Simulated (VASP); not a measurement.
# Bi2Se5 (P-3m1) in VASP: a series of runs

Runs on Bi2Se5. Level: PBE. Tasks: single point, relaxation of cell and atoms.

All numbers are computed with VASP 6.6.1; they aren't measurements. Logs are shortened: lines on timing, memory, paths and dates and some standing lists are left out, and cuts for length are marked.

## Step 1: The cell of the first run

The structure is trigonal, space group P-3m1 (No. 164). Conventional cell: a = 4.127 Å, b = 4.127 Å, c = 15.208 Å, α = 90.00°, β = 90.00°, γ = 120.00°. Bi (site symmetry 3m) has 6 Se at 2.86 to 3.08 Å within 3.8 Å. Within 3.9 Å of Se (site symmetry 3m) lie 3 Bi at 2.86 Å and 3 Se at 3.82 Å. Within 2.9 Å of Se (site symmetry 3m) lie 1 Se at 2.19 Å. Se (site symmetry -3m) has 6 Bi at 3.08 Å and 12 Se at 4.13 to 4.26 Å within 4.3 Å.

## Step 2: Single point, PBE

File INCAR:

```
PREC     = Accurate       # precision mode
ENCUT    = 520            # plane-wave cutoff, eV
EDIFF    = 1E-7           # SCF threshold, eV
ISMEAR   = 0              # smearing method
SIGMA    = 0.15           # smearing width, eV
LREAL    = F              # projectors in reciprocal space
LASPH    = T              # aspherical terms in the spheres
NELM     = 100            # most SCF steps
ALGO     = Normal         # electronic algorithm
ISIF     = 2              # what is computed and relaxed
LWAVE    = F              # write WAVECAR
LCHARG   = F              # write CHGCAR
GGA      = PE             # functional
NBANDS   = 39             # bands
```

File KPOINTS:

```
Automatic mesh
0
Gamma
  3 3 1
```

File POSCAR:

```
Bi2Se5
1.0
    4.1269090615      0.0000000000      0.0000000000
   -2.0634545307      3.5740080863      0.0000000000
    0.0000000000      0.0000000000     15.2082051286
Bi Se
2 5
Direct
    0.6666666667      0.3333333333      0.8716716145
    0.3333333333      0.6666666667      0.1283283855
    0.3333333333      0.6666666667      0.7679716394
    0.0000000000      0.0000000000      0.4281006254
    0.0000000000      0.0000000000      0.5718993746
    0.6666666667      0.3333333333      0.2320283606
    0.0000000000      0.0000000000      0.0000000000
```

Potentials or basis: VASP PAW PBE potentials, release 64 (Bi_d, Se).

The run is started by

```
$ cat potpaw_PBE.64/Bi_d/POTCAR potpaw_PBE.64/Se/POTCAR > POTCAR
$ mpirun -np 1 vasp_std > vasp.out
```

OUTCAR:

```text
PREC = Accurate
   ENCUT = 520
   EDIFF = 1E-7
   ISMEAR = 0
   LREAL = F
   LASPH = T
   NELM = 100
   ISIF = 2
   GGA = PE

 ion  position               nearest neighbor table
   1  0.667  0.333  0.872-   3 2.86   3 2.86   3 2.86   7 3.08   7 3.08   7 3.08
   2  0.333  0.667  0.128-   6 2.86   6 2.86   6 2.86   7 3.08   7 3.08   7 3.08
   3  0.333  0.667  0.768-   1 2.86   1 2.86   1 2.86
   4  0.000  0.000  0.428-   5 2.19
   5  0.000  0.000  0.572-   4 2.19
   6  0.667  0.333  0.232-   2 2.86   2 2.86   2 2.86
   7  0.000  0.000  0.000-   1 3.08   2 3.08   2 3.08   1 3.08   1 3.08   2 3.08

  LATTYP: Found a hexagonal cell.
 ALAT       =     4.1269090615
 C/A-ratio  =     3.6851321175

  Lattice vectors:

 A1 = (   4.1269090615,   0.0000000000,   0.0000000000)
 A2 = (  -2.0634545307,   3.5740080863,   0.0000000000)
 A3 = (   0.0000000000,   0.0000000000,  15.2082051286)

Analysis of symmetry for initial positions (statically):
=====================================================================
 Subroutine PRICEL returns:
 Original cell was already a primitive cell.

 Routine SETGRP: Setting up the symmetry group for a
 hexagonal supercell.

 Subroutine GETGRP returns: Found 12 space group operations
 (whereof 12 operations were pure point group operations)
 out of a pool of 24 trial point group operations.

The static configuration has the point symmetry D_3d.

Analysis of symmetry for dynamics (positions and initial velocities):
=====================================================================
 Subroutine PRICEL returns:
 Original cell was already a primitive cell.

 Routine SETGRP: Setting up the symmetry group for a
 hexagonal supercell.

 Subroutine GETGRP returns: Found 12 space group operations
 (whereof 12 operations were pure point group operations)
 out of a pool of 24 trial point group operations.

The dynamic configuration has the point symmetry D_3d.

 Subroutine INISYM returns: Found 12 space group operations
 (whereof 12 operations are pure point group operations),
 and found     1 'primitive' translations

----------------------------------------------------------------------------------------

                                     Primitive cell

  volume of cell :     224.3150

  direct lattice vectors                    reciprocal lattice vectors
     4.126909062  0.000000000  0.000000000     0.242312100  0.139898956  0.000000000
    -2.063454531  3.574008086  0.000000000     0.000000000  0.279797912  0.000000000
     0.000000000  0.000000000 15.208205129     0.000000000  0.000000000  0.065753979

  length of vectors
     4.126909062  4.126909061 15.208205129     0.279797912  0.279797912  0.065753979

  position of ions in fractional coordinates (direct lattice)
     0.666666667  0.333333333  0.871671615
     0.333333333  0.666666667  0.128328385
     0.333333333  0.666666667  0.767971639
     0.000000000  0.000000000  0.428100625
     0.000000000  0.000000000  0.571899375
     0.666666667  0.333333333  0.232028361
     0.000000000  0.000000000  0.000000000

  ion indices of the primitive-cell ions
   primitive index   ion index
                 1           1
                 2           2
                 3           3
                 4           4
                 5           5
                 6           6
                 7           7

----------------------------------------------------------------------------------------

 KPOINTS: Automatic mesh

Automatic generation of k-mesh.
 Grid dimensions read from file:
 generate k-points for:    3    3    1

 Generating k-lattice:

  Cartesian coordinates                     Fractional coordinates (reciprocal lattice)
     0.080770700  0.046632985  0.000000000     0.333333333  0.000000000  0.000000000
     0.000000000  0.093265971  0.000000000     0.000000000  0.333333333  0.000000000
     0.000000000  0.000000000  0.065753979     0.000000000  0.000000000  1.000000000

  Length of vectors
     0.093265971  0.093265971  0.065753979

  Shift w.r.t. Gamma in fractional coordinates (k-lattice)
     0.000000000  0.000000000  0.000000000

 Subroutine IBZKPT returns following result:
 ===========================================

 Found      3 irreducible k-points:

 Following reciprocal coordinates:
            Coordinates               Weight
  0.000000  0.000000  0.000000      1.000000
  0.333333  0.000000  0.000000      6.000000
  0.333333  0.333333  0.000000      2.000000
   k-points           NKPTS =      3   k-points in BZ     NKDIM =      3   number of bands    NBANDS=     39
   number of dos      NEDOS =    301   number of ions     NIONS =      7
   total plane-waves  NPLWV = 122880
   dimension x,y,z NGX =    32 NGY =   32 NGZ =  120
   dimension x,y,z NGXF=    64 NGYF=   64 NGZF=  240
   ions per type =               2   5
   NGX,Y,Z   is equivalent  to a cutoff of  12.89, 12.89, 13.12 a.u.
   NGXF,Y,Z  is equivalent  to a cutoff of  25.78, 25.78, 26.24 a.u.
 SYSTEM =  unknown system
   PREC   = accura    normal or accurate (medium, high low for compatibility)
   ISTART =      0    job   : 0-new  1-cont  2-samecut
   ICHARG =      2    charge: 1-file 2-atom 10-const
   ISPIN  =      1    spin polarized calculation?
   LNONCOLLINEAR =      F non collinear calculations
   LSORBIT =      F    spin-orbit coupling
   LASPH  =      T    aspherical Exc in radial PAW
   ENCUT  =  520.0 eV  38.22 Ry    6.18 a.u.   7.67  7.67 28.28*2*pi/ulx,y,z
   NELM   =    100;   NELMIN=  2; NELMDL= -5     # of ELM steps
   EDIFF  = 0.1E-06   stopping-criterion for ELM
   LREAL  =      F    real-space projection
   EDIFFG = 0.1E-05   stopping-criterion for IOM
   NSW    =      0    number of steps for IOM
   IBRION =     -1    ionic relax: 0-MD 1-quasi-New 2-CG
   NFREE  =      0    steps in history (QN), initial steepest desc. (CG)
   ISIF   =      2    stress and relaxation
   ISYM   =      2    0-nonsym 1-usesym 2-fastsym
   POTIM  = 0.5000    time-step for ionic-motion
   TEBEG  =    0.0;   TEEND  =   0.0 temperature during run
   PSTRESS=    0.0 pullay stress
   NELECT =      60.0000    total number of electrons
   NUPDOWN=      -1.0000    fix difference up-down
   EMIN   =  10.00;   EMAX   =-10.00  energy-range for DOS
   EFERMI =   0.00;   METHOD = LEGACY
   ISMEAR =     0;   SIGMA  =   0.15  broadening in eV -4-tet -1-fermi 0-gaus
   EFERMI_NEDOS =   21; number of points for ismear=-14 and -15
   IALGO  =     38    algorithm
   IMIX   =      4    mixing-type and parameters
     AMIX     =   0.40;   BMIX     =  1.00
     AMIX_MAG =   1.60;   BMIX_MAG =  1.00
  volume/ion in A,a.u.               =      32.05       216.25
  Fermi-wavevector in a.u.,A,eV,Ry     =   1.054806  1.993294 15.138046  1.112615
  Thomas-Fermi vector in A             =   2.189980
   LORBIT       =      0    0 simple, 1 ext, 2 COOP (PROOUT), +10 PAW based schemes
   GGA     = PE    functional components
   LHFCALC =     F    Hartree Fock is set to
   AEXX    =    0.0000 exact exchange contribution
   IVDW    =     0    specifies the selected vdW correction
   LEPSILON=     F    determine dielectric tensor
   LRPA    =     F    only Hartree local field effects (RPA)
 non-spin polarized calculation
 Gauss-broadening in eV      SIGMA  =   0.15
  energy-cutoff  :      520.00
  volume of cell :      224.32
 maximum number of plane-waves:      6075
 NGX is ok and might be reduce to    32
   NGX = 15   NGY = 15   NGZ = 57

 number of electron      59.9999998 magnetization

 Free energy of the ion-electron system (eV)
  ---------------------------------------------------
  ext. energy  EPLUGINS =         0.00000000
  ---------------------------------------------------
  free energy    TOTEN  =       -26.43781860 eV

  energy without entropy =      -26.39654524  energy(sigma->0) =      -26.41718192

 E-fermi :   2.8013     XC(G=0):  -8.6597

 val. band max:        2.6736315326   @ k =   0.3333   0.3333   0.0000
 cond. band min:       3.4073894278   @ k =   0.0000   0.0000   0.0000
 fundamental gap:      0.7337578953
 Fermi energy:         2.8012738493

 k-point     1 :       0.0000    0.0000    0.0000
  band No.  band energies     occupation
      1     -20.1179      2.00000
      2     -20.1178      2.00000
      3     -20.1178      2.00000
      4     -20.1161      2.00000
      5     -20.1161      2.00000
      6     -20.1155      2.00000
[... 31 lines left out ...]
     38       6.6209      0.00000
     39       7.6080      0.00000

 k-point     2 :       0.3333    0.0000    0.0000
  band No.  band energies     occupation
      1     -20.1332      2.00000
      2     -20.1294      2.00000
      3     -20.1148      2.00000
      4     -20.1100      2.00000
      5     -20.1090      2.00000
      6     -20.1054      2.00000
[... 31 lines left out ...]
     38       7.2140      0.00000
     39       7.3589      0.00000

 k-point     3 :       0.3333    0.3333    0.0000
  band No.  band energies     occupation
      1     -20.1252      2.00000
      2     -20.1252      2.00000
      3     -20.1217      2.00000
      4     -20.1122      2.00000
      5     -20.1016      2.00000
      6     -20.1016      2.00000
[... 31 lines left out ...]
     38       7.5182      0.00000
     39       9.6161      0.00000

------------------------ aborting loop because EDIFF is reached ----------------------------------------

  FORCE on cell =-STRESS in cart. coord.  units (eV):
  Direction    XX          YY          ZZ          XY          YZ          ZX
  --------------------------------------------------------------------------------------
  -------------------------------------------------------------------------------------
  Total        0.1419412      0.1419412      0.9445902      0.0000000      0.0000000      0.0000000
  in kB        1.0138195      1.0138195      6.7467658      0.0000000      0.0000000      0.0000000
  external PRESSURE =       2.9248016 kB  Pullay stress =       0.0000000 kB

 VOLUME and BASIS-vectors are now :
 -----------------------------------------------------------------------------
  energy-cutoff  :      520.00
  volume of cell :      224.32
      direct lattice vectors                 reciprocal lattice vectors
     4.126909062  0.000000000  0.000000000     0.242312100  0.139898956  0.000000000
    -2.063454531  3.574008086  0.000000000     0.000000000  0.279797912  0.000000000
     0.000000000  0.000000000 15.208205129     0.000000000  0.000000000  0.065753979

 POSITION                                       TOTAL-FORCE (eV/Angst)
 -----------------------------------------------------------------------------------
      2.06345      1.19134     13.25656        -0.000000     -0.000000     -0.067554
     -0.00000      2.38267      1.95164         0.000000      0.000000      0.067554
     -0.00000      2.38267     11.67947         0.000000     -0.000000      0.003154
      0.00000      0.00000      6.51064         0.000000      0.000000     -0.099386
      0.00000      0.00000      8.69756         0.000000     -0.000000      0.099386
      2.06345      1.19134      3.52873        -0.000000      0.000000     -0.003154
      0.00000      0.00000      0.00000         0.000000      0.000000      0.000000
 -----------------------------------------------------------------------------------
    total drift:                               -0.000000      0.000000      0.000000

  FREE ENERGIE OF THE ION-ELECTRON SYSTEM (eV)
  ---------------------------------------------------
  free  energy   TOTEN  =       -26.4378186024 eV

  energy  without entropy=      -26.3965452396  energy(sigma->0) =      -26.41718192
```

Run time: 22 s. Hardware: 1 thread of Intel Xeon 6975P-C (Granite Rapids), shared host; peak memory 0.32 GiB.

What came out:

```yaml
Free_energy: -26.4378 eV
Pressure: 0.3 GPa
Largest_force: 0.099 eV/Å
Band_gap_on_the_k_mesh: zero (bands 30 and 31 overlap by 0.73 eV)
```

Forces in eV/Å, atoms in the order of the input:
```
Bi   0.000  0.000 -0.068
Bi   0.000  0.000  0.068
Se   0.000  0.000  0.003
Se   0.000  0.000 -0.099
Se   0.000  0.000  0.099
Se   0.000  0.000 -0.003
Se   0.000  0.000  0.000
```

Caveat: the k points lie up to 0.59 Å⁻¹ apart, too coarse for converged energies and pressures of a metal; spin-orbit coupling is left out, which moves the levels of the heavy elements; this functional lacks dispersion, which binds the layers, so the pressure and a relaxed spacing across them are unreliable.

## Step 3: Relaxation of cell and atoms, PBE

This run uses another cell than the first one, of 27.71 Å³/atom.

File INCAR:

```
SYSTEM = Bi2Se5
PREC = Accurate
ENCUT = 600
EDIFF = 1E-7
ISMEAR = 0
SIGMA = 0.15
LREAL = .False.
LASPH = .True.
NELM = 80
ALGO = Normal
ISIF = 3
LWAVE = .False.
LCHARG = .False.
GGA = PE
IBRION = 2
NSW = 36
EDIFFG = -0.08
```

File KPOINTS:

```
Automatic mesh
0
Gamma
  3 3 1
  0 0 0
```

File POSCAR:

```
Bi2Se5
1.0
    4.1400000000      0.0000000000      0.0000000000
   -2.0700000000      3.5853451700      0.0000000000
    0.0000000000      0.0000000000     13.0700000000
Bi Se
2 5
Direct
    0.6666666700      0.3333333300      0.8550000000
    0.3333333300      0.6666666700      0.1450000000
    0.3333333300      0.6666666700      0.7320000000
    0.0000000000      0.0000000000      0.4100000000
    0.0000000000      0.0000000000      0.5900000000
    0.6666666700      0.3333333300      0.2680000000
    0.0000000000      0.0000000000      0.0000000000
```

Potentials or basis: VASP PAW PBE potentials, release 64 (Bi_d, Se).

The run is started by

```
$ cat potpaw_PBE.64/Bi_d/POTCAR potpaw_PBE.64/Se/POTCAR > POTCAR
$ mpirun -np 1 vasp_std > vasp.out
```

Run time: 6.8 min. Hardware: 1 thread of Intel Xeon 6975P-C (Granite Rapids), shared host; peak memory 0.38 GiB.

Results (log left out):

```
Free energy                           : -26.4372 eV
Relaxed volume                        : 32.28 Å³/atom
Relaxed cell                          : a = 4.117 Å, b = 4.117 Å, c = 15.395 Å, α = 90.00°, β = 90.00°, γ = 120.00°
Space group after relaxing (to 0.1 Å) : P-3m1 (No. 164)
Energy gained by relaxing             : 124.4 meV/atom
Ionic steps                           : 26
Pressure after relaxing               : 0.0 GPa
Largest force after relaxing          : 0.069 eV/Å
Band gap on the k mesh                : zero (bands 30 and 31 overlap by 0.82 eV)
```

Forces in eV/Å, atoms in the order of the input:
```
Bi   0.000  0.000  0.009
Bi   0.000  0.000 -0.009
Se   0.000  0.000  0.069
Se   0.000  0.000 -0.045
Se   0.000  0.000  0.045
Se   0.000  0.000 -0.069
Se   0.000  0.000  0.000
```

The path:
```tsv
step	energy change (eV)	largest force (eV/Å)	pressure (GPa)	volume (Å³)
1	0.0000	1.8898	2.89	194.00
2	-0.3331	0.5600	0.13	208.39
3	-0.3337	0.5747	0.06	208.99
4	-0.4216	0.5736	-0.53	211.58
5	-0.5706	0.7197	-1.89	219.02
6	-0.6160	0.4184	-1.43	217.84
7	-0.6655	0.6144	-0.32	215.29
8	-0.6668	0.6588	-0.08	214.77
9	-0.6879	0.6364	0.01	214.02
10	-0.7237	0.5664	0.35	211.71
11	-0.7260	0.5406	0.48	210.91
12	-0.7579	0.3328	0.54	211.38
13	-0.7866	0.4537	0.77	212.43
14	-0.8110	0.4115	-0.09	216.42
15	-0.8121	0.4339	-0.31	217.52
16	-0.8393	0.3117	-0.20	219.58
17	-0.8538	0.1378	-0.03	222.52
18	-0.8587	0.1928	-0.10	223.06
19	-0.8587	0.2144	-0.10	223.10
20	-0.8618	0.0732	0.15	222.84
21	-0.8620	0.0975	0.24	222.75
22	-0.8652	0.1050	0.14	223.57
23	-0.8685	0.1241	-0.06	225.56
24	-0.8696	0.1300	0.04	225.70
25	-0.8696	0.1182	0.03	225.69
26	-0.8707	0.0688	-0.03	225.96
```

Final structure:
```xyz
7
Lattice="4.1167 0.0000 0.0000 -2.0584 3.5652 0.0000 0.0000 0.0000 15.3955" Properties=species:S:1:pos:R:3 pbc="T T T"
Bi    2.0584    1.1884   13.4088
Bi    0.0000    2.3768    1.9867
Se    0.0000    2.3768   11.8183
Se    0.0000    0.0000    6.6030
Se    2.0584    3.5652    8.7925
Se    2.0584    1.1884    3.5772
Se    0.0000    0.0000    0.0000
```

Levels at points of the mesh, in eV from the Fermi level:
| k point | band 26 | band 27 | band 28 | band 29 | band 30 | band 31 | band 32 | band 33 | band 34 | band 35 |
| --- | --- | --- | --- | --- | --- | --- | --- | --- | --- | --- |
| (0.00, 0.00, 0.00) | -0.90 | -0.90 | -0.86 | -0.77 | 0.70 | 1.11 | 1.11 | 1.92 | 1.92 | 2.33 |

Caveat: the k points lie up to 0.59 Å⁻¹ apart in the final cell, too coarse for converged energies and pressures of a metal; the volume moved by over 15 % at a fixed basis, so the end points are rough; spin-orbit coupling is left out, which moves the levels of the heavy elements; this functional lacks dispersion, which binds the layers, so the pressure and a relaxed spacing across them are unreliable; the relaxation stopped at a loose force limit of 0.08 eV/Å, so its end isn't a converged minimum.

## Step 4: Single point, PBE (31.06 Å³/atom)

This run uses another cell than the first one, of 31.06 Å³/atom.

File INCAR:

```
SYSTEM = Bi2Se5
  PREC = Accurate
  ENCUT = 520
  EDIFF = 1E-7
  ISMEAR = 0
  SIGMA = 0.1
  LREAL = .False.
  LASPH = .True.
  NELM = 100
  ALGO = Normal
  ISIF = 2
  LWAVE = .False.
  LCHARG = .False.
  GGA = PE
  NBANDS = 39
```

File KPOINTS:

```
regular mesh
0
Gamma
  12 12 2
  0 0 0
```

File POSCAR:

```
Bi2Se5
1.0
    4.0550234449      0.0000000000      0.0000000000
   -2.0275117225      3.5117533162      0.0000000000
    0.0000000000      0.0000000000     15.2688648046
Bi Se
2 5
Direct
    0.6666666667      0.3333333333      0.8691435740
    0.3333333333      0.6666666667      0.1308564260
    0.3333333333      0.6666666667      0.7618466988
    0.0000000000      0.0000000000      0.4282670829
    0.0000000000      0.0000000000      0.5717329171
    0.6666666667      0.3333333333      0.2381533012
    0.0000000000      0.0000000000      0.0000000000
```

The run is started by

```
$ cat potpaw_PBE.64/Bi_d/POTCAR potpaw_PBE.64/Se/POTCAR > POTCAR
$ mpirun -np 1 vasp_std > vasp.out
```

Run time: 2.6 min. Hardware: 1 thread of Intel Xeon 6975P-C (Granite Rapids), shared host; peak memory 0.48 GiB.

The run converged. Its results:

| Item | Value |
| --- | --- |
| Free energy | -26.3927 eV |
| Pressure | 0.7 GPa |
| Largest force | 0.053 eV/Å |
| Band gap on the k mesh | zero (bands 30 and 31 overlap by 1.23 eV) |

Forces in eV/Å, atoms in the order of the input:
```
Bi   0.000  0.000  0.012
Bi   0.000  0.000 -0.012
Se   0.000  0.000 -0.013
Se   0.000  0.000 -0.053
Se   0.000  0.000  0.053
Se   0.000  0.000  0.013
Se   0.000  0.000  0.000
```

Levels at points of the mesh, in eV from the Fermi level:
| k point | band 27 | band 28 | band 29 | band 30 | band 31 | band 32 | band 33 | band 34 |
| --- | --- | --- | --- | --- | --- | --- | --- | --- |
| (0.00, 0.00, 0.00) | -1.38 | -1.38 | -1.20 | 0.34 | 0.74 | 0.74 | 1.48 | 1.48 |
| (0.50, 0.00, 0.00) | -2.10 | -1.63 | -1.56 | -1.16 | 0.30 | 0.95 | 1.83 | 1.94 |
| (0.00, 0.00, 0.50) | -1.40 | -1.40 | -0.87 | 0.25 | 0.76 | 0.76 | 1.45 | 1.45 |
| (0.50, 0.00, 0.50) | -2.25 | -1.69 | -1.45 | -0.83 | 0.34 | 0.76 | 1.53 | 1.87 |

Caveat: spin-orbit coupling is left out, which moves the levels of the heavy elements; this functional lacks dispersion, which binds the layers, so the pressure and a relaxed spacing across them are unreliable.

(Continued in part 2 of 2.)
